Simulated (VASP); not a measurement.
# Al6P6H (a cell with a defect) in VASP: single point with PBE

Aim: the single point of Al6P6H (a cell with a defect) with PBE.

Everything below comes from runs of VASP 6.6.1. Logs are shortened: lines on timing, memory, paths and dates and some standing lists are left out, and cuts for length are marked.

## (1) The cell of the first run

The cell holds a defect, 13 atoms: a = 6.744 Å, b = 6.744 Å, c = 6.744 Å, α = 80.41°, β = 70.53°, γ = 60.00°.

## (2) Single point, PBE

INCAR

```
ALGO = Normal
EDIFF = 1E-6
ENCUT = 400
GGA = PE
GGA_COMPAT = F
ISIF = 2
ISMEAR = 0
LASPH = T
LCHARG = F
LREAL = F
LWAVE = F
NBANDS = 36
NELECT = 48.0
NELM = 120
PREC = Accurate
SIGMA = 0.05
```

KPOINTS

```
k-points
0
Gamma
  4 4 4
```

POSCAR

```
Al6P6H
1.0
   -5.5065207324     -2.7532603662      2.7532603662
   -2.7532603662      2.7532603662      5.5065207324
   -5.5065207324      2.7532603662     -2.7532603662
Al P H
6 6 1
Direct
    0.1666666667      0.6666666667      0.5000000000
    0.6666666667      0.6666666667      0.0000000000
    0.5000000000      0.0000000000      0.5000000000
    0.0000000000      0.0000000000      0.0000000000
    0.3333333333      0.3333333333      0.0000000000
    0.8333333333      0.3333333333      0.5000000000
    0.1250000000      1.0000000000      0.6250000000
    0.6250000000      1.0000000000      0.1250000000
    0.4583333333      0.3333333333      0.6250000000
    0.9583333333      0.3333333333      0.1250000000
    0.2916666667      0.6666666667      0.1250000000
    0.7916666667      0.6666666667      0.6250000000
    0.9421536919      0.2407132411     -0.3263785765
```

Potentials or basis: VASP PAW PBE potentials, release 64 (Al, P, H).

The run is started by

```sh
$ cat potpaw_PBE.64/Al/POTCAR potpaw_PBE.64/P/POTCAR potpaw_PBE.64/H/POTCAR > POTCAR
$ mpirun -np 1 vasp_std > vasp.out
```

OUTCAR:

```text
EDIFF = 1E-6
   ENCUT = 400
   GGA = PE
   ISIF = 2
   ISMEAR = 0
   LASPH = T
   LREAL = F
   NELECT = 48.0
   NELM = 120
   PREC = Accurate

 ion  position               nearest neighbor table
   1  0.167  0.667  0.500-   7 2.38   9 2.38  11 2.38  12 2.38
   2  0.667  0.667  0.000-   8 2.38  10 2.38  11 2.38  12 2.38
   3  0.500  0.000  0.500-   9 2.38  12 2.38   7 2.38   8 2.38
   4  0.000  0.000  0.000-  10 2.38  11 2.38   7 2.38   8 2.38
   5  0.333  0.333  0.000-   8 2.38   9 2.38  10 2.38  11 2.38
   6  0.833  0.333  0.500-  13 1.47   7 2.38  10 2.38   9 2.38  12 2.38
   7  0.125  0.000  0.625-  13 1.47   1 2.38   6 2.38   3 2.38   4 2.38
   8  0.625  0.000  0.125-   2 2.38   5 2.38   4 2.38   3 2.38
   9  0.458  0.333  0.625-   3 2.38   1 2.38   5 2.38   6 2.38
  10  0.958  0.333  0.125-   4 2.38   2 2.38   5 2.38   6 2.38
  11  0.292  0.667  0.125-   4 2.38   2 2.38   1 2.38   5 2.38
  12  0.792  0.667  0.625-   3 2.38   2 2.38   1 2.38   6 2.38
  13  0.942  0.241  0.674-   7 1.47   6 1.47

  LATTYP: Found a base centered monoclinic cell.
 ALAT       =     6.7440830262
 B/A-ratio  =     1.7320508076
 C/A-ratio  =     1.0000000000
 COS(beta)  =    -0.3333333333

  Lattice vectors:

 A1 = (   2.7532603662,   5.5065207324,   2.7532603662)
 A2 = (   2.7532603662,  -2.7532603662,  -5.5065207324)
 A3 = (  -5.5065207324,   2.7532603662,  -2.7532603662)

Analysis of symmetry for initial positions (statically):
=====================================================================
 Subroutine PRICEL returns:
 Original cell was already a primitive cell.

 Routine SETGRP: Setting up the symmetry group for a
 base centered monoclinic supercell.

 Subroutine GETGRP returns: Found  1 space group operations
 (whereof  1 operations were pure point group operations)
 out of a pool of  4 trial point group operations.

The static configuration has the point symmetry C_1 .

Analysis of symmetry for dynamics (positions and initial velocities):
=====================================================================
 Subroutine PRICEL returns:
 Original cell was already a primitive cell.

 Routine SETGRP: Setting up the symmetry group for a
 base centered monoclinic supercell.

 Subroutine GETGRP returns: Found  1 space group operations
 (whereof  1 operations were pure point group operations)
 out of a pool of  4 trial point group operations.

The dynamic configuration has the point symmetry C_1 .

 Subroutine INISYM returns: Found  1 space group operations
 (whereof  1 operations are pure point group operations),
 and found     1 'primitive' translations

----------------------------------------------------------------------------------------

                                     Primitive cell

  volume of cell :     250.4512

  direct lattice vectors                    reciprocal lattice vectors
    -5.506520732 -2.753260366  2.753260366    -0.090801438 -0.151335730  0.030267146
    -2.753260366  2.753260366  5.506520732     0.000000000  0.121068584  0.121068584
    -5.506520732  2.753260366 -2.753260366    -0.090801438  0.090801438 -0.090801438

  length of vectors
     6.744083026  6.744083026  6.744083026     0.179062850  0.171216833  0.157272704

  position of ions in fractional coordinates (direct lattice)
     0.166666667  0.666666667  0.500000000
     0.666666667  0.666666667  0.000000000
     0.500000000  0.000000000  0.500000000
     0.000000000  0.000000000  0.000000000
     0.333333333  0.333333333  0.000000000
     0.833333333  0.333333333  0.500000000
     0.125000000  0.000000000  0.625000000
     0.625000000  0.000000000  0.125000000
     0.458333333  0.333333333  0.625000000
     0.958333333  0.333333333  0.125000000
     0.291666667  0.666666667  0.125000000
     0.791666667  0.666666667  0.625000000
     0.942153692  0.240713241  0.673621424

  ion indices of the primitive-cell ions
   primitive index   ion index
                 1           1
                 2           2
                 3           3
                 4           4
                 5           5
                 6           6
                 7           7
                 8           8
                 9           9
                10          10
                11          11
                12          12
                13          13

----------------------------------------------------------------------------------------

 KPOINTS: k-points

Automatic generation of k-mesh.
 Grid dimensions read from file:
 generate k-points for:    4    4    4

 Generating k-lattice:

  Cartesian coordinates                     Fractional coordinates (reciprocal lattice)
    -0.022700359 -0.037833932  0.007566786     0.250000000 -0.000000000 -0.000000000
     0.000000000  0.030267146  0.030267146     0.000000000  0.250000000  0.000000000
    -0.022700359  0.022700359 -0.022700359     0.000000000  0.000000000  0.250000000

  Length of vectors
     0.044765713  0.042804208  0.039318176

  Shift w.r.t. Gamma in fractional coordinates (k-lattice)
     0.000000000  0.000000000  0.000000000

 Subroutine IBZKPT returns following result:
 ===========================================

 Found     36 irreducible k-points:

 Following reciprocal coordinates:
            Coordinates               Weight
  0.000000  0.000000  0.000000      1.000000
  0.250000  0.000000 -0.000000      2.000000
 -0.250000 -0.250000  0.000000      2.000000
  0.500000  0.000000 -0.000000      1.000000
  0.500000  0.500000 -0.000000      1.000000
  0.000000  0.250000  0.000000      2.000000
[... 16 lines left out ...]
 -0.000000  0.500000  0.250000      2.000000
  0.250000  0.500000  0.250000      2.000000
 [... further k-points ...]
   k-points           NKPTS =     36   k-points in BZ     NKDIM =     36   number of bands    NBANDS=     36
   number of dos      NEDOS =    301   number of ions     NIONS =     13
   total plane-waves  NPLWV = 110592
   dimension x,y,z NGX =    48 NGY =   48 NGZ =   48
   dimension x,y,z NGXF=    96 NGYF=   96 NGZF=   96
   ions per type =               6   6   1
   NGX,Y,Z   is equivalent  to a cutoff of  11.83, 11.83, 11.83 a.u.
   NGXF,Y,Z  is equivalent  to a cutoff of  23.66, 23.66, 23.66 a.u.
 SYSTEM =  unknown system
   PREC   = accura    normal or accurate (medium, high low for compatibility)
   ISTART =      0    job   : 0-new  1-cont  2-samecut
   ICHARG =      2    charge: 1-file 2-atom 10-const
   ISPIN  =      1    spin polarized calculation?
   LNONCOLLINEAR =      F non collinear calculations
   LSORBIT =      F    spin-orbit coupling
   LASPH  =      T    aspherical Exc in radial PAW
   ENCUT  =  400.0 eV  29.40 Ry    5.42 a.u.  11.00 11.00 11.00*2*pi/ulx,y,z
   NELM   =    120;   NELMIN=  2; NELMDL= -5     # of ELM steps
   EDIFF  = 0.1E-05   stopping-criterion for ELM
   LREAL  =      F    real-space projection
   EDIFFG = 0.1E-04   stopping-criterion for IOM
   NSW    =      0    number of steps for IOM
   IBRION =     -1    ionic relax: 0-MD 1-quasi-New 2-CG
   NFREE  =      0    steps in history (QN), initial steepest desc. (CG)
   ISIF   =      2    stress and relaxation
   ISYM   =      2    0-nonsym 1-usesym 2-fastsym
   POTIM  = 0.5000    time-step for ionic-motion
   TEBEG  =    0.0;   TEEND  =   0.0 temperature during run
   PSTRESS=    0.0 pullay stress
   NELECT =      48.0000    total number of electrons
   NUPDOWN=      -1.0000    fix difference up-down
   EMIN   =  10.00;   EMAX   =-10.00  energy-range for DOS
   EFERMI =   0.00;   METHOD = LEGACY
   ISMEAR =     0;   SIGMA  =   0.05  broadening in eV -4-tet -1-fermi 0-gaus
   EFERMI_NEDOS =   21; number of points for ismear=-14 and -15
   IALGO  =     38    algorithm
   IMIX   =      4    mixing-type and parameters
     AMIX     =   0.40;   BMIX     =  1.00
     AMIX_MAG =   1.60;   BMIX_MAG =  1.00
  volume/ion in A,a.u.               =      19.27       130.01
  Fermi-wavevector in a.u.,A,eV,Ry     =   0.943874  1.783664 12.121415  0.890899
  Thomas-Fermi vector in A             =   2.071624
   LORBIT       =      0    0 simple, 1 ext, 2 COOP (PROOUT), +10 PAW based schemes
   GGA     = PE    functional components
   LHFCALC =     F    Hartree Fock is set to
   AEXX    =    0.0000 exact exchange contribution
   IVDW    =     0    specifies the selected vdW correction
   LEPSILON=     F    determine dielectric tensor
   LRPA    =     F    only Hartree local field effects (RPA)
 non-spin polarized calculation
 Gauss-broadening in eV      SIGMA  =   0.05
  energy-cutoff  :      400.00
  volume of cell :      250.45
 maximum number of plane-waves:      4573
 NGX is ok and might be reduce to    48
   NGX = 21   NGY = 21   NGZ = 21

 number of electron      48.0000002 magnetization

 Free energy of the ion-electron system (eV)
  ---------------------------------------------------
  ext. energy  EPLUGINS =         0.00000000
  ---------------------------------------------------
  free energy    TOTEN  =       -68.70224205 eV

  energy without entropy =      -68.70224205  energy(sigma->0) =      -68.70224205

 E-fermi :   4.7770     XC(G=0):  -9.0829

 val. band max:        4.5099516238   @ k =   0.0000   0.0000   0.0000
 cond. band min:       5.3683863335   @ k =   0.0000   0.5000   0.0000
 fundamental gap:      0.8584347098
 Fermi energy:         4.7770285941

 k-point     1 :       0.0000    0.0000    0.0000
  band No.  band energies     occupation
      1      -8.1022      2.00000
      2      -6.1350      2.00000
      3      -5.1460      2.00000
      4      -4.9073      2.00000
      5      -4.6450      2.00000
      6      -4.5525      2.00000
[... 28 lines left out ...]
     35       9.3332      0.00000
     36       9.3734      0.00000
[... 866 lines left out ...]
      6      -4.6607      2.00000
[... 28 lines left out ...]
     35       9.3781      0.00000
     36       9.4699      0.00000

 [... further k-points ...]

------------------------ aborting loop because EDIFF is reached ----------------------------------------

  FORCE on cell =-STRESS in cart. coord.  units (eV):
  Direction    XX          YY          ZZ          XY          YZ          ZX
  --------------------------------------------------------------------------------------
  -------------------------------------------------------------------------------------
  Total       -2.6684386     -8.4397624     -6.1799662      0.5040291      0.2163064      2.2047473
  in kB      -17.0704393    -53.9905445    -39.5342575      3.2243567      1.3837478     14.1041304
  external PRESSURE =     -36.8650805 kB  Pullay stress =       0.0000000 kB

 VOLUME and BASIS-vectors are now :
 -----------------------------------------------------------------------------
  energy-cutoff  :      400.00
  volume of cell :      250.45
      direct lattice vectors                 reciprocal lattice vectors
    -5.506520732 -2.753260366  2.753260366    -0.090801438 -0.151335730  0.030267146
    -2.753260366  2.753260366  5.506520732     0.000000000  0.121068584  0.121068584
    -5.506520732  2.753260366 -2.753260366    -0.090801438  0.090801438 -0.090801438

 POSITION                                       TOTAL-FORCE (eV/Angst)
 -----------------------------------------------------------------------------------
     -5.50652      2.75326      2.75326         1.085007     -0.487572     -0.334009
     -5.50652      0.00000      5.50652        -0.138589      0.295443     -0.108697
     -5.50652      0.00000      0.00000        -0.098409     -0.385960      0.682838
      0.00000      0.00000      0.00000        -0.700598      0.431937     -0.790314
     -2.75326      0.00000      2.75326        -0.166294      0.118109     -0.167930
     -8.25978     -0.00000      2.75326         4.503643      0.724297      2.628044
     -4.12989      1.37663     -1.37663        -0.985754     -0.601712     -0.495475
     -4.12989     -1.37663      1.37663         0.096138     -0.056983      0.038618
     -6.88315      1.37663      1.37663        -0.298038      0.151282      0.060246
     -6.88315     -1.37663      4.12989        -0.099974     -0.216076     -0.074907
     -4.12989      1.37663      4.12989        -0.037233      0.043830      0.150405
     -9.63641      1.37663      4.12989        -0.139335      0.075771     -0.169934
     -9.56005     -0.07659      2.06483        -3.020564     -0.092366     -1.418884
 -----------------------------------------------------------------------------------
    total drift:                                0.000185     -0.000161      0.000023

  FREE ENERGIE OF THE ION-ELECTRON SYSTEM (eV)
  ---------------------------------------------------
  free  energy   TOTEN  =       -68.7022420517 eV

  energy  without entropy=      -68.7022420517  energy(sigma->0) =      -68.70224205
```

It took 2.9 min on 1 thread of Intel Xeon Platinum 8488C (Sapphire Rapids), shared host; peak memory 0.4 GiB.

Results:

| Quantity | Value |
| --- | --- |
| Free energy | -68.7022 eV |
| Largest force | 5.264 eV/Å |

Forces in eV/Å, atoms in the order of the input:
```
Al   1.085 -0.488 -0.334
Al  -0.139  0.295 -0.109
Al  -0.098 -0.386  0.683
Al  -0.701  0.432 -0.790
Al  -0.166  0.118 -0.168
Al   4.504  0.724  2.628
P   -0.986 -0.602 -0.495
P    0.096 -0.057  0.039
P   -0.298  0.151  0.060
P   -0.100 -0.216 -0.075
P   -0.037  0.044  0.150
P   -0.139  0.076 -0.170
H   -3.021 -0.092 -1.419
```

Levels at points of the mesh, in eV from the Fermi level:
```
           k point  band 21  band 22  band 23  band 24  band 25  band 26  band 27  band 28
(0.00, 0.00, 0.00)    -1.22    -0.38    -0.35    -0.27     1.19     2.39     2.63     2.78
(0.50, 0.00, 0.00)    -1.66    -1.56    -1.08    -0.82     1.47     2.23     2.75     3.36
(0.50, 0.50, 0.00)    -1.65    -1.56    -1.13    -0.82     1.48     2.54     2.74     3.33
(0.00, 0.50, 0.00)    -1.15    -1.14    -0.75    -0.54     0.59     1.65     2.43     3.00
(0.00, 0.00, 0.50)    -1.42    -1.11    -0.51    -0.50     1.14     2.56     2.86     3.03
(0.50, 0.00, 0.50)    -1.50    -1.37    -1.14    -1.04     1.07     1.71     2.01     2.52
(0.50, 0.50, 0.50)    -1.49    -1.39    -1.12    -1.04     0.89     1.98     2.19     2.49
(0.00, 0.50, 0.50)    -1.64    -1.57    -1.50    -1.39     0.82     2.63     2.80     2.98
```

Caveat: the cell carries a net charge on a neutralising background, which shifts energy and pressure; the cell is charged against a uniform background, so pressure and absolute levels hang on convention.
